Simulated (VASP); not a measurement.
Crystal: K.

```
K
1.0
     0.00000    3.29154    3.29154
     3.29154    0.00000    3.29154
     3.29154    3.29154    0.00000
K
1
Direct
  0.00000 0.00000 0.00000
```

This isn't the form of K at room conditions, which is bcc.

| Property | Result |
| --- | --- |
| Program | VASP 6.6.1 |
| Task | relaxation of cell and atoms |
| Functional | LDA |
| Potentials or basis | VASP PAW LDA potentials, release 64 (K_sv) |
| Cutoff | 600 eV |
| k mesh | 8 × 8 × 8 |
| Occupations | fermi-dirac, width 0.1 eV |
| Spin | no spin polarisation |

At the start: pressure -0.4 GPa; volume 71.32 Å³/atom.

Q: How do energy, volume and symmetry change on relaxing?

A: Over 4 steps the energy falls by 8.4 meV/atom and the volume is 64.22 Å³/atom (-10.0 %); space group Fm-3m (No. 225, to 0.1 Å) before and after.

The path:
| step | energy change (eV) | largest force (eV/Å) | pressure (GPa) | volume (Å³) |
| --- | --- | --- | --- | --- |
| 1 | 0.0000 | 0.0000 | -0.37 | 71.32 |
| 2 | -0.0035 | 0.0000 | -0.29 | 69.64 |
| 3 | -0.0081 | 0.0000 | -0.09 | 65.71 |
| 4 | -0.0084 | 0.0000 | 0.02 | 64.22 |

Final structure:
```cif
data_structure
_symmetry_space_group_name_H-M 'P 1'
_symmetry_Int_Tables_number 1
_cell_length_a 4.4950
_cell_length_b 4.4950
_cell_length_c 4.4950
_cell_angle_alpha 60.000
_cell_angle_beta 60.000
_cell_angle_gamma 60.000
_cell_volume 64.22
loop_
_atom_site_label
_atom_site_type_symbol
_atom_site_fract_x
_atom_site_fract_y
_atom_site_fract_z
_atom_site_occupancy
K1 K 0.00000 0.00000 0.00000 1
```
